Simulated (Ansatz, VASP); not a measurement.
**Ga: VASP beside Ansatz**

Contents of INCAR:

```
SYSTEM = Ga
  ALGO = Fast
  EDIFF = 1E-6
  ENCUT = 520
  GGA = PS
  ISIF = 2
  ISMEAR = 0
  LASPH = .True.
  LCHARG = .False.
  LREAL = .False.
  LWAVE = .False.
  NBANDS = 12
  NELM = 60
  PREC = Accurate
  SIGMA = 0.15
```

File KPOINTS:

```
k-points
0
Gamma
  26 26 26
  0 0 0
```

File POSCAR:

```
Ga
1.0
   -1.5124131524      1.5124131524      1.9208939696
    1.5124131524     -1.5124131524      1.9208939696
    1.5124131524      1.5124131524     -1.9208939696
Ga
1
Direct
    0.0000000000      0.0000000000      0.0000000000
```

Input for Ansatz:

```yaml
crystal:
  lattice:
    - [-1.5124131524, 1.5124131524, 1.9208939696]
    - [1.5124131524, -1.5124131524, 1.9208939696]
    - [1.5124131524, 1.5124131524, -1.9208939696]
  atoms:
    - { symbol: Ga, position: [0.0, 0.0, 0.0] }
basis:
  ecutwfc: 420
kpoints:
  mp_grid: { grid: [26, 26, 26] }
hamiltonian:
  xc: pbesol
scf:
  occupations: { method: gaussian, width: 0.15 }
output:
  forces: true
  stress: true
  eigenvalues: true
  write_density: true
  write_potential: true
  elf: true
  volumetric_format: npy
```

Alike in both runs: task single point; functional PBEsol; k mesh 26 × 26 × 26; occupations gaussian, width 0.15 eV; no spin polarisation.

```csv
,VASP,Ansatz
version,VASP 6.6.1,Ansatz 0.2.0
potentials or method,"VASP PAW PBE potentials, release 64 (Ga_d), cutoff 520 eV","scalar-relativistic, plane waves, PAW"
valence electrons in the cell,13,13
```

```tsv
	VASP	Ansatz	Ansatz less VASP
gap on the k mesh at the Fermi level (eV)	none	none	-
pressure (GPa)	0.7	0.5	-0.13
traceless stress, the component that is largest in VASP (GPa)	0.71	0.71	-0.007
```

VASP's potentials were made for PBE, not for PBEsol. A gap of «none» marks a metal or a gap that the smearing closes.
